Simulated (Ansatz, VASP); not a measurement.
One calculation of Sr, two programs

```
Sr
1.0
     0.00000    2.90289    2.90289
     2.90289    0.00000    2.90289
     2.90289    2.90289    0.00000
Sr
1
Direct
  0.00000 0.00000 0.00000
```

Alike in both runs: task single point; functional LDA; k mesh 9 × 9 × 9; occupations methfessel-paxton of order 1, width 0.1 eV; no spin polarisation.

```csv
,VASP,Ansatz
version,VASP 6.6.1,Ansatz 0.2.0
potentials or method,"VASP PAW LDA potentials, release 64 (Sr_sv), cutoff 500 eV","plane waves (420 eV) with PAW, scalar-relativistic"
valence electrons in the cell,10,10
```

```tsv
	VASP	Ansatz	Ansatz less VASP
pressure (GPa)	0.0	0.0	0.00
```

Ansatz warns that its potentials were made for another functional, while VASP's fit it. LDA's correlation is that of Perdew and Zunger in VASP and of Perdew and Wang (1992) in Ansatz.
